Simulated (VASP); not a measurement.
# Au (Fm-3m) in VASP: further runs

Runs on Au. Level: PBEsol. Tasks: single point, relaxation of cell and atoms.

Program: VASP 6.6.1. These are calculated values, not measurements. Logs are shortened: lines on timing, memory, paths and dates and some standing lists are left out, and cuts for length are marked.

### Step 1. The cell of the first run

It takes space group Fm-3m (No. 225, cubic). Conventional cell: a = 4.082 Å, b = 4.082 Å, c = 4.082 Å, α = 90.00°, β = 90.00°, γ = 90.00°. Within 3.8 Å of Au (site symmetry m-3m) lie 12 Au at 2.89 Å.

### Step 2. Single point, PBEsol

Input file INCAR:

```
SYSTEM = Au
PREC = Accurate ; ENCUT = 500
EDIFF = 1E-6 ; ISMEAR = -1
SIGMA = 0.05 ; LREAL = .False.
LASPH = .True. ; NELM = 120
ALGO = Normal ; ISIF = 2
LWAVE = .False. ; LCHARG = .False.
GGA = PS ; NBANDS = 12
GGA_COMPAT = .False.
```

Input file KPOINTS:

```
Automatic mesh
0
Gamma
  9 9 9
  0 0 0
```

Input file POSCAR:

```
Au
1.0
    0.0000000000      2.0411697877      2.0411697877
    2.0411697877      0.0000000000      2.0411697877
    2.0411697877      2.0411697877      0.0000000000
Au
1
Direct
    0.0000000000      0.0000000000      0.0000000000
```

Potentials or basis: VASP PAW PBE potentials, release 64 (Au).

The run is started by

```sh
$ cat potpaw_PBE.64/Au/POTCAR > POTCAR
$ mpirun -np 1 vasp_std > vasp.out
```

OUTCAR:

```text
SYSTEM = Au
   PREC = Accurate
   ENCUT = 500
   EDIFF = 1E-6
   ISMEAR = -1
   LREAL = .False.
   LASPH = .True.
   NELM = 120
   ISIF = 2
   GGA = PS

 ion  position               nearest neighbor table
   1  0.000  0.000  0.000-

  LATTYP: Found a face centered cubic cell.
 ALAT       =     4.0823395754

  Lattice vectors:

 A1 = (   0.0000000000,   2.0411697877,   2.0411697877)
 A2 = (   2.0411697877,   0.0000000000,   2.0411697877)
 A3 = (   2.0411697877,   2.0411697877,   0.0000000000)

Analysis of symmetry for initial positions (statically):
=====================================================================
 Subroutine PRICEL returns:
 Original cell was already a primitive cell.

 Routine SETGRP: Setting up the symmetry group for a
 face centered cubic supercell.

 Subroutine GETGRP returns: Found 48 space group operations
 (whereof 48 operations were pure point group operations)
 out of a pool of 48 trial point group operations.

The static configuration has the point symmetry O_h .

Analysis of symmetry for dynamics (positions and initial velocities):
=====================================================================
 Subroutine PRICEL returns:
 Original cell was already a primitive cell.

 Routine SETGRP: Setting up the symmetry group for a
 face centered cubic supercell.

 Subroutine GETGRP returns: Found 48 space group operations
 (whereof 48 operations were pure point group operations)
 out of a pool of 48 trial point group operations.

The dynamic configuration has the point symmetry O_h .

 Subroutine INISYM returns: Found 48 space group operations
 (whereof 48 operations are pure point group operations),
 and found     1 'primitive' translations

----------------------------------------------------------------------------------------

                                     Primitive cell

  volume of cell :      17.0086

  direct lattice vectors                    reciprocal lattice vectors
     0.000000000  2.041169788  2.041169788    -0.244957574  0.244957574  0.244957574
     2.041169788  0.000000000  2.041169788     0.244957574 -0.244957574  0.244957574
     2.041169788  2.041169788  0.000000000     0.244957574  0.244957574 -0.244957574

  length of vectors
     2.886649997  2.886649997  2.886649997     0.424278964  0.424278964  0.424278964

  position of ions in fractional coordinates (direct lattice)
     0.000000000  0.000000000  0.000000000

  ion indices of the primitive-cell ions
   primitive index   ion index
                 1           1

----------------------------------------------------------------------------------------

 KPOINTS: Automatic mesh

Automatic generation of k-mesh.
 Grid dimensions read from file:
 generate k-points for:    9    9    9

 Generating k-lattice:

  Cartesian coordinates                     Fractional coordinates (reciprocal lattice)
    -0.027217508  0.027217508  0.027217508     0.111111111  0.000000000  0.000000000
     0.027217508 -0.027217508  0.027217508     0.000000000  0.111111111  0.000000000
     0.027217508  0.027217508 -0.027217508     0.000000000  0.000000000  0.111111111

  Length of vectors
     0.047142107  0.047142107  0.047142107

  Shift w.r.t. Gamma in fractional coordinates (k-lattice)
     0.000000000  0.000000000  0.000000000

 Subroutine IBZKPT returns following result:
 ===========================================

 Found     35 irreducible k-points:

 Following reciprocal coordinates:
            Coordinates               Weight
  0.000000  0.000000  0.000000      1.000000
  0.111111  0.000000  0.000000      8.000000
  0.222222  0.000000  0.000000      8.000000
  0.333333  0.000000  0.000000      8.000000
  0.444444  0.000000  0.000000      8.000000
  0.111111  0.111111  0.000000      6.000000
[... 16 lines left out ...]
 -0.333333  0.333333  0.000000     12.000000
  0.444444  0.444444  0.000000      6.000000
 [... further k-points ...]
   k-points           NKPTS =     35   k-points in BZ     NKDIM =     35   number of bands    NBANDS=     12
   number of dos      NEDOS =    301   number of ions     NIONS =      1
   total plane-waves  NPLWV =  13824
   dimension x,y,z NGX =    24 NGY =   24 NGZ =   24
   dimension x,y,z NGXF=    48 NGYF=   48 NGZF=   48
   ions per type =               1
   NGX,Y,Z   is equivalent  to a cutoff of  13.82, 13.82, 13.82 a.u.
   NGXF,Y,Z  is equivalent  to a cutoff of  27.64, 27.64, 27.64 a.u.
 SYSTEM =  Au
   PREC   = accura    normal or accurate (medium, high low for compatibility)
   ISTART =      0    job   : 0-new  1-cont  2-samecut
   ICHARG =      2    charge: 1-file 2-atom 10-const
   ISPIN  =      1    spin polarized calculation?
   LNONCOLLINEAR =      F non collinear calculations
   LSORBIT =      F    spin-orbit coupling
   LASPH  =      T    aspherical Exc in radial PAW
   ENCUT  =  500.0 eV  36.75 Ry    6.06 a.u.   5.26  5.26  5.26*2*pi/ulx,y,z
   NELM   =    120;   NELMIN=  2; NELMDL= -5     # of ELM steps
   EDIFF  = 0.1E-05   stopping-criterion for ELM
   LREAL  =      F    real-space projection
   EDIFFG = 0.1E-04   stopping-criterion for IOM
   NSW    =      0    number of steps for IOM
   IBRION =     -1    ionic relax: 0-MD 1-quasi-New 2-CG
   NFREE  =      0    steps in history (QN), initial steepest desc. (CG)
   ISIF   =      2    stress and relaxation
   ISYM   =      2    0-nonsym 1-usesym 2-fastsym
   POTIM  = 0.5000    time-step for ionic-motion
   TEBEG  =    0.0;   TEEND  =   0.0 temperature during run
   PSTRESS=    0.0 pullay stress
   NELECT =      11.0000    total number of electrons
   NUPDOWN=      -1.0000    fix difference up-down
   EMIN   =  10.00;   EMAX   =-10.00  energy-range for DOS
   EFERMI =   0.00;   METHOD = LEGACY
   ISMEAR =    -1;   SIGMA  =   0.05  broadening in eV -4-tet -1-fermi 0-gaus
   EFERMI_NEDOS =   21; number of points for ismear=-14 and -15
   IALGO  =     38    algorithm
   IMIX   =      4    mixing-type and parameters
     AMIX     =   0.40;   BMIX     =  1.00
     AMIX_MAG =   1.60;   BMIX_MAG =  1.00
  volume/ion in A,a.u.               =      17.01       114.78
  Fermi-wavevector in a.u.,A,eV,Ry     =   1.415739  2.675359 27.270396  2.004318
  Thomas-Fermi vector in A             =   2.537146
   LORBIT       =      0    0 simple, 1 ext, 2 COOP (PROOUT), +10 PAW based schemes
   GGA     = PS    functional components
   LHFCALC =     F    Hartree Fock is set to
   AEXX    =    0.0000 exact exchange contribution
   IVDW    =     0    specifies the selected vdW correction
   LEPSILON=     F    determine dielectric tensor
   LRPA    =     F    only Hartree local field effects (RPA)
 non-spin polarized calculation
  energy-cutoff  :      500.00
  volume of cell :       17.01
 maximum number of plane-waves:       444
 NGX is ok and might be reduce to    24
   NGX = 11   NGY = 11   NGZ = 11

 number of electron      11.0000000 magnetization

 Free energy of the ion-electron system (eV)
  ---------------------------------------------------
  ext. energy  EPLUGINS =         0.00000000
  ---------------------------------------------------
  free energy    TOTEN  =        -3.94859865 eV

  energy without entropy =       -3.94810541  energy(sigma->0) =       -3.94835203

 E-fermi :   9.2813     XC(G=0): -12.8951

 val. band max:        8.9171588729   @ k =   0.4444   0.3333   0.0000
 cond. band min:       9.3353935579   @ k =   0.4444   0.4444   0.0000
 fundamental gap:      0.4182346850
 Fermi energy:         9.2812879690

 k-point     1 :       0.0000    0.0000    0.0000
  band No.  band energies     occupation
      1      -0.6301      2.00000
      2       4.6268      2.00000
      3       4.6268      2.00000
      4       4.6268      2.00000
      5       6.1609      2.00000
      6       6.1609      2.00000
      7      23.8102      0.00000
      8      27.8126      0.00000
      9      27.8126      0.00000
     10      27.8126      0.00000
     11      32.6852      0.00000
     12      37.3736      0.00000

 k-point     2 :       0.1111    0.0000    0.0000
  band No.  band energies     occupation
      1      -0.2059      2.00000
      2       4.4981      2.00000
      3       4.7630      2.00000
      4       4.7630      2.00000
      5       6.1076      2.00000
      6       6.1076      2.00000
      7      24.2352      0.00000
      8      25.6150      0.00000
      9      28.3090      0.00000
     10      28.3090      0.00000
     11      33.0879      0.00000
     12      35.3904      0.00000

 k-point     3 :       0.2222    0.0000    0.0000
  band No.  band energies     occupation
      1       0.8848      2.00000
      2       4.3966      2.00000
      3       4.9212      2.00000
      4       4.9212      2.00000
      5       6.2167      2.00000
      6       6.2167      2.00000
      7      21.5249      0.00000
      8      24.9943      0.00000
      9      29.2533      0.00000
     10      29.2533      0.00000
     11      30.9816      0.00000
     12      32.6576      0.00000
[... 286 lines left out ...]
 k-point    23 :      -0.3333    0.3333    0.0000
  band No.  band energies     occupation
      1       3.1359      2.00000
      2       3.9461      2.00000
      3       4.8144      2.00000
      4       6.0432      2.00000
      5       6.9186      2.00000
      6      11.7136      0.00000
      7      15.7330      0.00000
      8      16.4446      0.00000
      9      23.5875      0.00000
     10      26.2817      0.00000
     11      34.5364      0.00000
     12      35.0349      0.00000

 k-point    24 :       0.4444    0.4444    0.0000
  band No.  band energies     occupation
      1       2.2699      2.00000
      2       2.6009      2.00000
      3       7.2888      2.00000
      4       7.5516      2.00000
      5       7.5516      2.00000
      6       9.3354      0.50621
      7      16.2446      0.00000
      8      19.5733      0.00000
      9      19.5733      0.00000
     10      26.3849      0.00000
     11      28.9914      0.00000
     12      37.0058      0.00000

 [... further k-points ...]

------------------------ aborting loop because EDIFF is reached ----------------------------------------

  FORCE on cell =-STRESS in cart. coord.  units (eV):
  Direction    XX          YY          ZZ          XY          YZ          ZX
  --------------------------------------------------------------------------------------
  -------------------------------------------------------------------------------------
  Total       -0.0296504     -0.0296504     -0.0296504     -0.0000000      0.0000000     -0.0000000
  in kB       -2.7930218     -2.7930218     -2.7930218     -0.0000000      0.0000000     -0.0000000
  external PRESSURE =      -2.7930218 kB  Pullay stress =       0.0000000 kB

 VOLUME and BASIS-vectors are now :
 -----------------------------------------------------------------------------
  energy-cutoff  :      500.00
  volume of cell :       17.01
      direct lattice vectors                 reciprocal lattice vectors
     0.000000000  2.041169788  2.041169788    -0.244957574  0.244957574  0.244957574
     2.041169788  0.000000000  2.041169788     0.244957574 -0.244957574  0.244957574
     2.041169788  2.041169788  0.000000000     0.244957574  0.244957574 -0.244957574

 POSITION                                       TOTAL-FORCE (eV/Angst)
 -----------------------------------------------------------------------------------
      0.00000      0.00000      0.00000         0.000000      0.000000     -0.000000
 -----------------------------------------------------------------------------------
    total drift:                                0.000000      0.000000     -0.000000

  FREE ENERGIE OF THE ION-ELECTRON SYSTEM (eV)
  ---------------------------------------------------
  free  energy   TOTEN  =        -3.9485986474 eV

  energy  without entropy=       -3.9481054145  energy(sigma->0) =       -3.94835203
```

Run time: 6.6 s. Hardware: 1 thread of Intel Xeon Platinum 8375C at 2.90GHz (Ice Lake), shared host; peak memory 0.14 GiB.

Results:

* Free energy: -3.9486 eV
* Pressure: -0.3 GPa
* Band gap on the k mesh: zero (an odd number of electrons rules out a gap without spin polarisation)

Levels at points of the mesh, in eV from the Fermi level:
```tsv
k point	band 3	band 4	band 5	band 6	band 7	band 8	band 9	band 10
(0.00, 0.00, 0.00)	-4.65	-4.65	-3.12	-3.12	14.53	18.53	18.53	18.53
```

Caveat: the PAW data sets were made with another functional, which shifts forces and pressure a little; spin-orbit coupling is left out, which moves the levels of the heavy elements.

### Step 3. Relaxation of cell and atoms, PBEsol

This run uses another cell than the first one, of 16.85 Å³/atom.

Input file INCAR:

```
ALGO     = Normal         # electronic algorithm
EDIFF    = 1E-7           # SCF threshold, eV
EDIFFG   = -0.03          # ionic threshold
ENCUT    = 500            # plane-wave cutoff, eV
GGA      = PS             # functional
GGA_COMPAT= F            
IBRION   = 2              # ionic algorithm
ISIF     = 3              # what is computed and relaxed
ISMEAR   = -1             # smearing method
LASPH    = T              # aspherical terms in the spheres
LCHARG   = F              # write CHGCAR
LREAL    = F              # projectors in reciprocal space
LWAVE    = F              # write WAVECAR
NELM     = 120            # most SCF steps
NELMIN   = 4            
NSW      = 60             # ionic steps
PREC     = Accurate       # precision mode
SIGMA    = 0.05           # smearing width, eV
```

Input file KPOINTS:

```
k-points
0
Gamma
  9 9 9
```

Input file POSCAR:

```
Au
1.0
    0.0000000000      2.0350000000      2.0350000000
    2.0350000000      0.0000000000      2.0350000000
    2.0350000000      2.0350000000      0.0000000000
Au
1
Direct
    0.0000000000      0.0000000000      0.0000000000
```

Potentials or basis: VASP PAW PBE potentials, release 64 (Au).

The run is started by

```sh
$ cat potpaw_PBE.64/Au/POTCAR > POTCAR
$ mpirun -np 1 vasp_std > vasp.out
```

Run time: 13 s. Hardware: 1 thread of Intel Xeon Platinum 8375C at 2.90GHz (Ice Lake), shared host; peak memory 0.14 GiB.

The run converged. Its results:

- Free energy: -3.9485 eV
- Relaxed volume: 16.98 Å³/atom
- Relaxed cell: a = 2.885 Å, b = 2.885 Å, c = 2.885 Å, α = 60.00°, β = 60.00°, γ = 60.00°
- Space group after relaxing (to 0.1 Å): Fm-3m (No. 225)
- Energy gained by relaxing: 0.5 meV/atom
- Ionic steps: 3
- Pressure after relaxing: 0.0 GPa
- Band gap on the k mesh: zero (an odd number of electrons rules out a gap without spin polarisation)

Step by step:
```
step  energy change (eV)  largest force (eV/Å)  pressure (GPa)  volume (Å³)
   1              0.0000                0.0000            1.36        16.85
   2              0.0010                0.0000           -2.22        17.20
   3             -0.0005                0.0000            0.00        16.98
```

Final structure:
```xyz
1
Lattice="0.0000 2.0401 2.0401 2.0401 0.0000 2.0401 2.0401 2.0401 0.0000" Properties=species:S:1:pos:R:3 pbc="T T T"
Au    0.0000    0.0000    0.0000
```

Levels at points of the mesh, in eV from the Fermi level:
```csv
k point,band 4,band 5,band 6,band 7,band 8,band 9
"(0.00, 0.00, 0.00)",-4.66,-3.12,-3.12,14.53,18.54,18.54
```

Caveat: the PAW data sets were made with another functional, which shifts forces and pressure a little; spin-orbit coupling is left out, which moves the levels of the heavy elements.
